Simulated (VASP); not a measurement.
Runs of VASP 6.6.1 on Pt. The structure is that of space group Im-3m (No. 229), or close to it. The cells are those of the table. 

```tsv
cell	gap on the mesh (eV)	pressure (GPa)
a = 2.745 Å, angles 110.7, 110.7, 107.0°, 1 atom	none	(a)
a = 2.772 Å, angles 110.3, 110.3, 107.9°, 1 atom	none	-12.2
a = 2.785 Å, angles 109.5°, 1 atom	none	-14.9
a = 2.826 Å, angles 109.5°, 1 atom	none	-21.6
a = 2.758 Å, angles 108.7, 108.7, 111.1°, 1 atom	none	-9.2
a = 2.758 Å, angles 109.9, 109.9, 108.7°, 1 atom	none	-9.2
```

Alike in all rows: task single point; level r2SCAN; potentials or basis VASP PAW PBE potentials, release 64 (Pt); no spin polarisation; k mesh 22 × 22 × 22; cutoff (eV) 520; smearing gaussian 0.15 eV.

Fill in the values left out.

(a) -6.0.

Caveats: the cell stands under tension; the PAW data sets were made with another functional, which shifts forces and pressure a little; spin-orbit coupling is left out, which moves the levels of the heavy elements.

A k mesh can miss the band edges, and the runs leave out spin-orbit coupling on Pt.

A gap of «none» marks levels without a gap at the run's occupations.
